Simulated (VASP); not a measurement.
SnSe2, 6 atoms in the cell. The cell holds a slab with vacuum, 6 atoms: a = 3.819 Å, b = 3.819 Å, c = 24.318 Å, α = 90.00°, β = 90.00°, γ = 120.00°. 

| Quantity | Value |
| --- | --- |
| Program | VASP 6.6.1 |
| Task | single point |
| Functional | PBEsol |
| Potentials or basis | VASP PAW PBE potentials, release 64 (Se, Sn_d) |
| Cutoff | 520 eV |
| k mesh | 9 × 9 × 1 |
| Occupations | gaussian, width 0.05 eV |
| Spin | no spin polarisation |
| Dipole correction | yes |
| Further INCAR settings | ALGO = Normal; EDIFF = 1e-07; NBANDS = 35 |

Potentials or basis: VASP PAW PBE potentials, release 64 (Se, Sn_d).

Run with:

```bash
$ cat potpaw_PBE.64/Se/POTCAR potpaw_PBE.64/Sn_d/POTCAR > POTCAR
$ mpirun -np 1 vasp_std > vasp.out
```

Hardware: 1 thread of Intel Xeon 8259CL, on a shared host.

Problem. How long does it take, and how much memory?

Solution. It took 5.9 min on 1 thread of Intel Xeon 8259CL (shared host), peak memory 0.44 GiB. Counts: scf iterations 21, k points 12.
